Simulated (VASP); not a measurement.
# Sb (Pm-3m) in VASP: further runs

Sb is run at these levels: PBEsol; tasks: single point.

Everything below comes from runs of VASP 6.6.1. Logs are shortened: lines on timing, memory, paths and dates and some standing lists are left out, and cuts for length are marked.

## (1) The cell of the first run

It takes space group Pm-3m (No. 221, cubic). Conventional cell: a = 3.083 Å, b = 3.083 Å, c = 3.083 Å, α = 90.00°, β = 90.00°, γ = 90.00°. Within 4.1 Å of Sb (site symmetry m-3m) lie 6 Sb at 3.08 Å.

## (2) Single point, PBEsol

The input, INCAR:

```
SYSTEM = Sb
PREC = Accurate ; ENCUT = 520
EDIFF = 1E-6 ; ISMEAR = 0
SIGMA = 0.1 ; LREAL = .FALSE.
LASPH = .TRUE. ; NELM = 60
ALGO = Normal ; ISIF = 2
LWAVE = .FALSE. ; LCHARG = .FALSE.
GGA = PS ; NBANDS = 8
```

The input, KPOINTS:

```
regular mesh
0
G
  6 6 6
  0 0 0
```

The input, POSCAR:

```
Sb
1.0
    3.0833436100      0.0000000000      0.0000000000
    0.0000000000      3.0833436100      0.0000000000
    0.0000000000      0.0000000000      3.0833436100
Sb
1
Direct
    0.0000000000      0.0000000000      0.0000000000
```

Potentials or basis: VASP PAW PBE potentials, release 64 (Sb).

Launch:

```bash
$ cat potpaw_PBE.64/Sb/POTCAR > POTCAR
$ mpirun -np 1 vasp_std > vasp.out
```

OUTCAR:

```text
SYSTEM = Sb
   PREC = Accurate
   ENCUT = 520
   EDIFF = 1E-6
   ISMEAR = 0
   LREAL = .FALSE.
   LASPH = .TRUE.
   NELM = 60
   ISIF = 2
   GGA = PS

 ion  position               nearest neighbor table
   1  0.000  0.000  0.000-

  LATTYP: Found a simple cubic cell.
 ALAT       =     3.0833436100

  Lattice vectors:

 A1 = (   3.0833436100,   0.0000000000,   0.0000000000)
 A2 = (   0.0000000000,   3.0833436100,   0.0000000000)
 A3 = (   0.0000000000,   0.0000000000,   3.0833436100)

Analysis of symmetry for initial positions (statically):
=====================================================================
 Subroutine PRICEL returns:
 Original cell was already a primitive cell.

 Routine SETGRP: Setting up the symmetry group for a
 simple cubic supercell.

 Subroutine GETGRP returns: Found 48 space group operations
 (whereof 48 operations were pure point group operations)
 out of a pool of 48 trial point group operations.

The static configuration has the point symmetry O_h .

Analysis of symmetry for dynamics (positions and initial velocities):
=====================================================================
 Subroutine PRICEL returns:
 Original cell was already a primitive cell.

 Routine SETGRP: Setting up the symmetry group for a
 simple cubic supercell.

 Subroutine GETGRP returns: Found 48 space group operations
 (whereof 48 operations were pure point group operations)
 out of a pool of 48 trial point group operations.

The dynamic configuration has the point symmetry O_h .

 Subroutine INISYM returns: Found 48 space group operations
 (whereof 48 operations are pure point group operations),
 and found     1 'primitive' translations

----------------------------------------------------------------------------------------

                                     Primitive cell

  volume of cell :      29.3134

  direct lattice vectors                    reciprocal lattice vectors
     3.083343610  0.000000000  0.000000000     0.324323243  0.000000000  0.000000000
     0.000000000  3.083343610  0.000000000     0.000000000  0.324323243  0.000000000
     0.000000000  0.000000000  3.083343610     0.000000000  0.000000000  0.324323243

  length of vectors
     3.083343610  3.083343610  3.083343610     0.324323243  0.324323243  0.324323243

  position of ions in fractional coordinates (direct lattice)
     0.000000000  0.000000000  0.000000000

  ion indices of the primitive-cell ions
   primitive index   ion index
                 1           1

----------------------------------------------------------------------------------------

 KPOINTS: regular mesh

Automatic generation of k-mesh.
 Grid dimensions read from file:
 generate k-points for:    6    6    6

 Generating k-lattice:

  Cartesian coordinates                     Fractional coordinates (reciprocal lattice)
     0.054053874  0.000000000  0.000000000     0.166666667  0.000000000  0.000000000
     0.000000000  0.054053874  0.000000000     0.000000000  0.166666667  0.000000000
     0.000000000  0.000000000  0.054053874     0.000000000  0.000000000  0.166666667

  Length of vectors
     0.054053874  0.054053874  0.054053874

  Shift w.r.t. Gamma in fractional coordinates (k-lattice)
     0.000000000  0.000000000  0.000000000

 Subroutine IBZKPT returns following result:
 ===========================================

 Found     20 irreducible k-points:

 Following reciprocal coordinates:
            Coordinates               Weight
  0.000000  0.000000  0.000000      1.000000
  0.166667  0.000000  0.000000      6.000000
  0.333333  0.000000  0.000000      6.000000
  0.500000  0.000000  0.000000      3.000000
  0.166667  0.166667  0.000000     12.000000
  0.333333  0.166667  0.000000     24.000000
[... 12 lines left out ...]
  0.500000  0.500000  0.333333      6.000000
  0.500000  0.500000  0.500000      1.000000
   k-points           NKPTS =     20   k-points in BZ     NKDIM =     20   number of bands    NBANDS=      8
   number of dos      NEDOS =    301   number of ions     NIONS =      1
   total plane-waves  NPLWV =  13824
   dimension x,y,z NGX =    24 NGY =   24 NGZ =   24
   dimension x,y,z NGXF=    48 NGYF=   48 NGZF=   48
   ions per type =               1
   NGX,Y,Z   is equivalent  to a cutoff of  12.94, 12.94, 12.94 a.u.
   NGXF,Y,Z  is equivalent  to a cutoff of  25.88, 25.88, 25.88 a.u.
 SYSTEM =  Sb
   PREC   = accura    normal or accurate (medium, high low for compatibility)
   ISTART =      0    job   : 0-new  1-cont  2-samecut
   ICHARG =      2    charge: 1-file 2-atom 10-const
   ISPIN  =      1    spin polarized calculation?
   LNONCOLLINEAR =      F non collinear calculations
   LSORBIT =      F    spin-orbit coupling
   LASPH  =      T    aspherical Exc in radial PAW
   ENCUT  =  520.0 eV  38.22 Ry    6.18 a.u.   5.73  5.73  5.73*2*pi/ulx,y,z
   NELM   =     60;   NELMIN=  2; NELMDL= -5     # of ELM steps
   EDIFF  = 0.1E-05   stopping-criterion for ELM
   LREAL  =      F    real-space projection
   EDIFFG = 0.1E-04   stopping-criterion for IOM
   NSW    =      0    number of steps for IOM
   IBRION =     -1    ionic relax: 0-MD 1-quasi-New 2-CG
   NFREE  =      0    steps in history (QN), initial steepest desc. (CG)
   ISIF   =      2    stress and relaxation
   ISYM   =      2    0-nonsym 1-usesym 2-fastsym
   POTIM  = 0.5000    time-step for ionic-motion
   TEBEG  =    0.0;   TEEND  =   0.0 temperature during run
   PSTRESS=    0.0 pullay stress
   NELECT =       5.0000    total number of electrons
   NUPDOWN=      -1.0000    fix difference up-down
   EMIN   =  10.00;   EMAX   =-10.00  energy-range for DOS
   EFERMI =   0.00;   METHOD = LEGACY
   ISMEAR =     0;   SIGMA  =   0.10  broadening in eV -4-tet -1-fermi 0-gaus
   EFERMI_NEDOS =   21; number of points for ismear=-14 and -15
   IALGO  =     38    algorithm
   IMIX   =      4    mixing-type and parameters
     AMIX     =   0.40;   BMIX     =  1.00
     AMIX_MAG =   1.60;   BMIX_MAG =  1.00
  volume/ion in A,a.u.               =      29.31       197.82
  Fermi-wavevector in a.u.,A,eV,Ry     =   0.907910  1.715702 11.215296  0.824301
  Thomas-Fermi vector in A             =   2.031774
   LORBIT       =      0    0 simple, 1 ext, 2 COOP (PROOUT), +10 PAW based schemes
   GGA     = PS    functional components
   LHFCALC =     F    Hartree Fock is set to
   AEXX    =    0.0000 exact exchange contribution
   IVDW    =     0    specifies the selected vdW correction
   LEPSILON=     F    determine dielectric tensor
   LRPA    =     F    only Hartree local field effects (RPA)
 non-spin polarized calculation
 Gauss-broadening in eV      SIGMA  =   0.10
  energy-cutoff  :      520.00
  volume of cell :       29.31
 maximum number of plane-waves:       840
 NGX is ok and might be reduce to    24
   NGX = 11   NGY = 11   NGZ = 11

 number of electron       4.9999999 magnetization

 Free energy of the ion-electron system (eV)
  ---------------------------------------------------
  ext. energy  EPLUGINS =         0.00000000
  ---------------------------------------------------
  free energy    TOTEN  =        -4.55535842 eV

  energy without entropy =       -4.54974156  energy(sigma->0) =       -4.55254999

 E-fermi :   7.4731     XC(G=0):  -9.8227

 val. band max:        7.4399054006   @ k =   0.1667   0.1667   0.0000
 cond. band min:       7.5062703085   @ k =   0.5000   0.3333   0.3333
 fundamental gap:      0.0663649080
 Fermi energy:         7.4730905691

 k-point     1 :       0.0000    0.0000    0.0000
  band No.  band energies     occupation
      1      -5.3202      2.00000
      2      10.5207      0.00000
      3      10.5207      0.00000
      4      10.5207      0.00000
      5      14.1823      0.00000
      6      14.1823      0.00000
      7      15.4574      0.00000
      8      25.0549      0.00000

 k-point     2 :       0.1667    0.0000    0.0000
  band No.  band energies     occupation
      1      -4.9133      2.00000
      2       7.2060      1.99984
      3      10.9175      0.00000
      4      10.9175      0.00000
      5      14.5046      0.00000
      6      15.2904      0.00000
      7      18.5225      0.00000
      8      22.7086      0.00000

 k-point     3 :       0.3333    0.0000    0.0000
  band No.  band energies     occupation
      1      -3.7901      2.00000
      2       3.3953      2.00000
      3      11.9087      0.00000
      4      11.9087      0.00000
      5      15.4268      0.00000
      6      16.3879      0.00000
      7      20.0060      0.00000
      8      20.0060      0.00000

 k-point     4 :       0.5000    0.0000    0.0000
  band No.  band energies     occupation
      1      -2.8298      2.00000
      2       1.4946      2.00000
      3      12.5912      0.00000
      4      12.5912      0.00000
      5      16.3296      0.00000
      6      17.7802      0.00000
      7      18.7009      0.00000
      8      18.7247      0.00000

 k-point     5 :       0.1667    0.1667    0.0000
  band No.  band energies     occupation
      1      -4.5061      2.00000
      2       7.4399      1.36115
      3       7.7720      0.00002
      4      11.3162      0.00000
      5      15.1986      0.00000
      6      18.3814      0.00000
      7      18.4080      0.00000
      8      20.1976      0.00000

 k-point     6 :       0.3333    0.1667    0.0000
  band No.  band energies     occupation
      1      -3.3808      2.00000
      2       3.7837      2.00000
      3       8.6610      0.00000
      4      12.3127      0.00000
      5      15.5375      0.00000
      6      16.4601      0.00000
      7      19.7121      0.00000
      8      20.3070      0.00000

 k-point     7 :       0.5000    0.1667    0.0000
  band No.  band energies     occupation
      1      -2.4156      2.00000
      2       1.8796      2.00000
      3       9.4667      0.00000
      4      13.0005      0.00000
      5      14.1563      0.00000
      6      17.5617      0.00000
      7      18.6586      0.00000
      8      19.0325      0.00000

 k-point     8 :       0.3333    0.3333    0.0000
  band No.  band energies     occupation
      1      -2.2422      2.00000
      2       4.6020      2.00000
      3       5.0500      2.00000
      4      12.3573      0.00000
      5      13.3201      0.00000
      6      17.3850      0.00000
      7      21.0327      0.00000
      8      21.2301      0.00000

 k-point     9 :       0.5000    0.3333    0.0000
  band No.  band energies     occupation
      1      -1.2478      2.00000
      2       2.8728      2.00000
      3       5.6174      2.00000
      4      10.7902      0.00000
      5      14.0140      0.00000
      6      18.6903      0.00000
      7      19.6828      0.00000
      8      19.8954      0.00000

 k-point    10 :       0.5000    0.5000    0.0000
  band No.  band energies     occupation
      1      -0.1832      2.00000
      2       3.5986      2.00000
      3       3.5986      2.00000
      4       9.2641      0.00000
      5      14.7029      0.00000
      6      20.2592      0.00000
      7      20.5091      0.00000
      8      20.5108      0.00000
[... 34 lines left out ...]
 k-point    14 :       0.3333    0.3333    0.1667
  band No.  band energies     occupation
      1      -1.8304      2.00000
      2       4.9811      2.00000
      3       5.4365      2.00000
      4      10.1410      0.00000
      5      12.7690      0.00000
      6      17.0171      0.00000
      7      17.3535      0.00000
      8      21.1756      0.00000

 k-point    15 :       0.5000    0.3333    0.1667
  band No.  band energies     occupation
      1      -0.8305      2.00000
      2       3.2535      2.00000
      3       5.9935      2.00000
      4      10.9926      0.00000
      5      11.1560      0.00000
      6      15.6638      0.00000
      7      18.0795      0.00000
      8      21.2636      0.00000

 k-point    16 :       0.5000    0.5000    0.1667
  band No.  band energies     occupation
      1       0.2419      2.00000
      2       3.9746      2.00000
      3       3.9746      2.00000
      4       9.6501      0.00000
      5      11.7823      0.00000
      6      16.5982      0.00000
      7      16.5982      0.00000
      8      19.5769      0.00000

 k-point    17 :       0.3333    0.3333    0.3333
  band No.  band energies     occupation
      1      -0.6758      2.00000
      2       5.9401      2.00000
      3       5.9401      2.00000
      4       6.9005      2.00000
      5      13.3023      0.00000
      6      14.1707      0.00000
      7      14.1707      0.00000
      8      19.5907      0.00000

 k-point    18 :       0.5000    0.3333    0.3333
  band No.  band energies     occupation
      1       0.3587      2.00000
      2       4.2251      2.00000
      3       6.6134      2.00000
      4       7.5063      0.63890
      5      11.8662      0.00000
      6      12.7459      0.00000
      7      14.9016      0.00000
      8      17.8631      0.00000

 k-point    19 :       0.5000    0.5000    0.3333
  band No.  band energies     occupation
      1       1.4837      2.00000
      2       4.9194      2.00000
      3       4.9194      2.00000
      4       7.8445      0.00000
      5      10.7739      0.00000
      6      13.4114      0.00000
      7      13.4114      0.00000
      8      16.0323      0.00000

 k-point    20 :       0.5000    0.5000    0.5000
  band No.  band energies     occupation
      1       2.7762      2.00000
      2       5.5732      2.00000
      3       5.5732      2.00000
      4       5.5732      2.00000
      5      11.9995      0.00000
      6      11.9995      0.00000
      7      11.9995      0.00000
      8      13.9946      0.00000

------------------------ aborting loop because EDIFF is reached ----------------------------------------

  FORCE on cell =-STRESS in cart. coord.  units (eV):
  Direction    XX          YY          ZZ          XY          YZ          ZX
  --------------------------------------------------------------------------------------
  -------------------------------------------------------------------------------------
  Total       -0.1511424     -0.1511424     -0.1511424      0.0000000      0.0000000     -0.0000000
  in kB       -8.2609733     -8.2609733     -8.2609733      0.0000000      0.0000000     -0.0000000
  external PRESSURE =      -8.2609733 kB  Pullay stress =       0.0000000 kB

 VOLUME and BASIS-vectors are now :
 -----------------------------------------------------------------------------
  energy-cutoff  :      520.00
  volume of cell :       29.31
      direct lattice vectors                 reciprocal lattice vectors
     3.083343610  0.000000000  0.000000000     0.324323243  0.000000000  0.000000000
     0.000000000  3.083343610  0.000000000     0.000000000  0.324323243  0.000000000
     0.000000000  0.000000000  3.083343610     0.000000000  0.000000000  0.324323243

 POSITION                                       TOTAL-FORCE (eV/Angst)
 -----------------------------------------------------------------------------------
      0.00000      0.00000      0.00000         0.000000      0.000000      0.000000
 -----------------------------------------------------------------------------------
    total drift:                                0.000000      0.000000      0.000000

  FREE ENERGIE OF THE ION-ELECTRON SYSTEM (eV)
  ---------------------------------------------------
  free  energy   TOTEN  =        -4.5553584232 eV

  energy  without entropy=       -4.5497415631  energy(sigma->0) =       -4.55254999
```

Run time: 3.9 s. Hardware: 1 thread of AMD EPYC 7R43 (Zen 3), shared host; peak memory 0.1 GiB.

Results:

| Quantity | Value |
| --- | --- |
| Free energy | -4.5554 eV |
| Pressure | -0.8 GPa |

Levels at points of the mesh, in eV from the Fermi level:
| k point | band 1 | band 2 | band 3 | band 4 | band 5 | band 6 | band 7 |
| --- | --- | --- | --- | --- | --- | --- | --- |
| (0.00, 0.00, 0.00) | -12.79 | 3.05 | 3.05 | 3.05 | 6.71 | 6.71 | 7.98 |
| (0.50, 0.00, 0.00) | -10.30 | -5.98 | 5.12 | 5.12 | 8.86 | 10.31 | 11.23 |
| (0.50, 0.50, 0.00) | -7.66 | -3.87 | -3.87 | 1.79 | 7.23 | 12.79 | 13.04 |
| (0.50, 0.50, 0.50) | -4.70 | -1.90 | -1.90 | -1.90 | 4.53 | 4.53 | 4.53 |

Caveat: the PAW data sets were made with another functional, which shifts forces and pressure a little; spin-orbit coupling is left out, which moves the levels of the heavy elements.

## (3) Single point, PBEsol

This run uses another cell than the first one, of 28.70 Å³/atom, 0.979 times its volume.

The input, INCAR:

```
SYSTEM = Sb
PREC     = Accurate       ! precision mode
ENCUT    = 520            ! plane-wave cutoff, eV
EDIFF    = 1E-6           ! SCF threshold, eV
ISMEAR   = 0              ! smearing method
SIGMA    = 0.1            ! smearing width, eV
LREAL    = .FALSE.        ! projectors in reciprocal space
LASPH    = .TRUE.         ! aspherical terms in the spheres
NELM     = 100            ! most SCF steps
ALGO     = Normal         ! electronic algorithm
ISIF     = 2              ! what is computed and relaxed
LWAVE    = .FALSE.        ! write WAVECAR
LCHARG   = .TRUE.         ! write CHGCAR
GGA      = PS             ! functional
LELF     = .TRUE.         ! ELF
LVHAR    = .TRUE.       
NBANDS   = 8              ! bands
```

The input, KPOINTS:

```
Automatic mesh
0
G
  14 14 14
  0 0 0
```

The input, POSCAR:

```
Sb
1.0
    3.0616480556      0.0000000000      0.0000000000
    0.0000000000      3.0616480556      0.0000000000
    0.0000000000      0.0000000000      3.0616480556
Sb
1
Direct
    0.0000000000      0.0000000000      0.0000000000
```

Potentials or basis: VASP PAW PBE potentials, release 64 (Sb).

Launch:

```bash
$ cat potpaw_PBE.64/Sb/POTCAR > POTCAR
$ mpirun -np 1 vasp_std > vasp.out
```

Wall time 16 s (1 thread of AMD EPYC 7R43 (Zen 3), shared host); peak memory 0.12 GiB.

It converged, with:

```
Free energy : -4.5373 eV
Pressure    : 0.1 GPa
```

Levels at points of the mesh, in eV from the Fermi level:
| k point | band 1 | band 2 | band 3 | band 4 | band 5 | band 6 |
| --- | --- | --- | --- | --- | --- | --- |
| (0.00, 0.00, 0.00) | -12.65 | 3.42 | 3.42 | 3.42 | 7.05 | 7.05 |
| (0.50, 0.00, 0.00) | -10.08 | -5.81 | 5.56 | 5.56 | 9.23 | 10.68 |
| (0.50, 0.50, 0.00) | -7.34 | -3.66 | -3.66 | 2.03 | 7.76 | 13.27 |
| (0.50, 0.50, 0.50) | -4.26 | -1.63 | -1.63 | -1.63 | 4.82 | 4.82 |

Caveat: the PAW data sets were made with another functional, which shifts forces and pressure a little; spin-orbit coupling is left out, which moves the levels of the heavy elements.
